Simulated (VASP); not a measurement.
# BAs (F-43m) in VASP: notebook, part 2 of 2

VASP 6.6.1.

### Step 3. Single point, PBEsol

INCAR reads:

```
  PREC = Accurate
  ENCUT = 500
  EDIFF = 1E-6
  ISMEAR = 1
  SIGMA = 0.05
  LREAL = F
  LASPH = T
  NELM = 120
  ALGO = Normal
  ISIF = 2
  LWAVE = F
  LCHARG = T
  GGA = PS
  LELF = T
  LVHAR = T
  NBANDS = 11
  GGA_COMPAT = F
```

KPOINTS reads:

```
Automatic mesh
0
Gamma
  6 6 6
```

POSCAR reads:

```
BAs
1.0
    0.0000000000      2.3918676038      2.3918676038
    2.3918676038      0.0000000000      2.3918676038
    2.3918676038      2.3918676038      0.0000000000
B As
1 1
Direct
    0.0000000000      0.0000000000      0.0000000000
    0.2500000000      0.2500000000      0.2500000000
```

Potentials or basis: VASP PAW PBE potentials, release 64 (B, As).

On the command line:

```bash
> cat potpaw_PBE.64/B/POTCAR potpaw_PBE.64/As/POTCAR > POTCAR
> mpirun -np 1 vasp_std > vasp.out
```

OUTCAR:

```text
PREC = Accurate
   ENCUT = 500
   EDIFF = 1E-6
   ISMEAR = 1
   LREAL = F
   LASPH = T
   NELM = 120
   ISIF = 2
   GGA = PS

 ion  position               nearest neighbor table
   1  0.000  0.000  0.000-   2 2.07   2 2.07   2 2.07   2 2.07
   2  0.250  0.250  0.250-   1 2.07   1 2.07   1 2.07   1 2.07

  LATTYP: Found a face centered cubic cell.
 ALAT       =     4.7837352076

  Lattice vectors:

 A1 = (   0.0000000000,   2.3918676038,   2.3918676038)
 A2 = (   2.3918676038,   0.0000000000,   2.3918676038)
 A3 = (   2.3918676038,   2.3918676038,   0.0000000000)

Analysis of symmetry for initial positions (statically):
=====================================================================
 Subroutine PRICEL returns:
 Original cell was already a primitive cell.

 Routine SETGRP: Setting up the symmetry group for a
 face centered cubic supercell.

 Subroutine GETGRP returns: Found 24 space group operations
 (whereof 24 operations were pure point group operations)
 out of a pool of 48 trial point group operations.

The static configuration has the point symmetry T_d .

Analysis of symmetry for dynamics (positions and initial velocities):
=====================================================================
 Subroutine PRICEL returns:
 Original cell was already a primitive cell.

 Routine SETGRP: Setting up the symmetry group for a
 face centered cubic supercell.

 Subroutine GETGRP returns: Found 24 space group operations
 (whereof 24 operations were pure point group operations)
 out of a pool of 48 trial point group operations.

The dynamic configuration has the point symmetry T_d .

 Subroutine INISYM returns: Found 24 space group operations
 (whereof 24 operations are pure point group operations),
 and found     1 'primitive' translations

----------------------------------------------------------------------------------------

                                     Primitive cell

  volume of cell :      27.3679

  direct lattice vectors                    reciprocal lattice vectors
[... 108 lines left out ...]
   LRPA    =     F    only Hartree local field effects (RPA)
 non-spin polarized calculation
 Methfessel and Paxton  Order N= 1 SIGMA  =   0.05
  energy-cutoff  :      500.00
  volume of cell :       27.37
 maximum number of plane-waves:       725
 NGX is ok and might be reduce to    28
   NGX = 13   NGY = 13   NGZ = 13

 number of electron       8.0000000 magnetization

 Free energy of the ion-electron system (eV)
  ---------------------------------------------------
  ext. energy  EPLUGINS =         0.00000000
  ---------------------------------------------------
  free energy    TOTEN  =       -12.18378226 eV

  energy without entropy =      -12.18382252  energy(sigma->0) =      -12.18379568

 E-fermi :   6.0460     XC(G=0): -10.7104

 val. band max:        6.0039043382   @ k =   0.0000   0.0000   0.0000
 cond. band min:       7.1872833892   @ k =   0.3333   0.3333   0.0000
 fundamental gap:      1.1833790509
 Fermi energy:         6.0459984185

 k-point     1 :       0.0000    0.0000    0.0000
  band No.  band energies     occupation
      1      -9.3967      2.00000
      2       6.0039      2.00000
      3       6.0039      2.00000
      4       6.0039      2.00000
      5       9.2357      0.00000
      6       9.2357      0.00000
      7       9.2357      0.00000
      8      10.6322      0.00000
      9      15.3268      0.00000
     10      18.9131      0.00000
     11      18.9131      0.00000
[... 197 lines left out ...]
 k-point    16 :      -0.3333    0.5000    0.1667
  band No.  band energies     occupation
      1      -5.1034      2.00000
      2      -2.1757      2.00000
      3       0.8211      2.00000
      4       1.0151      2.00000
      5       9.6980      0.00000
      6       9.8898      0.00000
      7      14.5872      0.00000
      8      14.7944      0.00000
      9      18.2242      0.00000
     10      21.5342      0.00000
     11      21.7268      0.00000

------------------------ aborting loop because EDIFF is reached ----------------------------------------

  FORCE on cell =-STRESS in cart. coord.  units (eV):
  Direction    XX          YY          ZZ          XY          YZ          ZX
  --------------------------------------------------------------------------------------
  -------------------------------------------------------------------------------------
  Total       -0.0843359     -0.0843359     -0.0843359      0.0000000      0.0000000      0.0000000
  in kB       -4.9372135     -4.9372135     -4.9372135      0.0000000      0.0000000      0.0000000
  external PRESSURE =      -4.9372135 kB  Pullay stress =       0.0000000 kB

 VOLUME and BASIS-vectors are now :
 -----------------------------------------------------------------------------
  energy-cutoff  :      500.00
  volume of cell :       27.37
      direct lattice vectors                 reciprocal lattice vectors
     0.000000000  2.391867604  2.391867604    -0.209041671  0.209041671  0.209041671
     2.391867604  0.000000000  2.391867604     0.209041671 -0.209041671  0.209041671
     2.391867604  2.391867604  0.000000000     0.209041671  0.209041671 -0.209041671

 POSITION                                       TOTAL-FORCE (eV/Angst)
 -----------------------------------------------------------------------------------
      0.00000      0.00000      0.00000         0.000000      0.000000      0.000000
      1.19593      1.19593      1.19593        -0.000000     -0.000000     -0.000000
 -----------------------------------------------------------------------------------
    total drift:                               -0.000000     -0.000000     -0.000000

  FREE ENERGIE OF THE ION-ELECTRON SYSTEM (eV)
  ---------------------------------------------------
  free  energy   TOTEN  =       -12.1837822565 eV

  energy  without entropy=      -12.1838225197  energy(sigma->0) =      -12.18379568
```

OSZICAR:

```text
N       E                     dE             d eps       ncg     rms          rms(c)
DAV:   1     0.106304115472E+02    0.10630E+02   -0.37734E+03   352   0.626E+02
DAV:   2    -0.119879424140E+02   -0.22618E+02   -0.21007E+02   454   0.100E+02
DAV:   3    -0.127866878411E+02   -0.79875E+00   -0.79679E+00   441   0.173E+01
DAV:   4    -0.127890264559E+02   -0.23386E-02   -0.23385E-02   385   0.104E+00
DAV:   5    -0.127890301871E+02   -0.37312E-05   -0.37315E-05   432   0.449E-02    0.481E+00
DAV:   6    -0.122613125892E+02    0.52772E+00   -0.13434E+00   376   0.462E+00    0.238E+00
DAV:   7    -0.121928330344E+02    0.68480E-01   -0.18109E-01   409   0.205E+00    0.927E-01
DAV:   8    -0.121835836901E+02    0.92493E-02   -0.18607E-02   397   0.744E-01    0.913E-02
DAV:   9    -0.121837238352E+02   -0.14015E-03   -0.69648E-04   397   0.156E-01    0.509E-02
DAV:  10    -0.121837796502E+02   -0.55815E-04   -0.87379E-05   385   0.549E-02    0.927E-03
DAV:  11    -0.121837823108E+02   -0.26607E-05   -0.18741E-06   420   0.982E-03    0.875E-03
DAV:  12    -0.121837822565E+02    0.54337E-07   -0.10009E-06   279   0.507E-03
   1 F= -.12183782E+02 E0= -.12183796E+02  d E =0.402632E-04
```

stdout:

```text
POSCAR found type information on POSCAR B As
 POSCAR found :  2 types and       2 ions
 scaLAPACK will be used
 -----------------------------------------------------------------------------
|                                                                             |
|                                                                             |
|     You enforced a specific xc type in the INCAR file but a different       |
|     I HOPE YOU KNOW WHAT YOU ARE DOING!                                     |
|                                                                             |
 -----------------------------------------------------------------------------

 LDA part: xc-table for (Slater+PW92), standard interpolation
 POSCAR, INCAR and KPOINTS ok, starting setup
 FFT: planning ... GRIDC
 FFT: planning ... GRID_SOFT
 FFT: planning ... GRID
 WAVECAR not read
 entering main loop
```

Run time: 6.1 s. Hardware: 1 thread of Intel Xeon 6975P-C, shared host; peak memory 0.15 GiB.

What came out:

| Quantity | Value |
| --- | --- |
| Free energy | -12.1838 eV |
| Pressure | -0.5 GPa |
| Band gap on the k mesh | 1.18 eV, indirect (least direct gap 3.23 eV) |

Levels at points of the mesh, in eV from the valence-band top:
```csv
k point,band 2,band 3,band 4,band 5,band 6,band 7
"(0.00, 0.00, 0.00)",0.00,0.00,0.00,3.23,3.23,3.23
"(0.50, 0.00, 0.00)",-8.80,-1.82,-1.82,2.63,4.72,4.72
"(0.50, 0.50, 0.00)",-8.51,-4.09,-4.09,1.31,1.34,11.30
```

Caveat: the PAW data sets were made with another functional, which shifts forces and pressure a little. As with any semilocal functional, this PBEsol gap is likely too small.
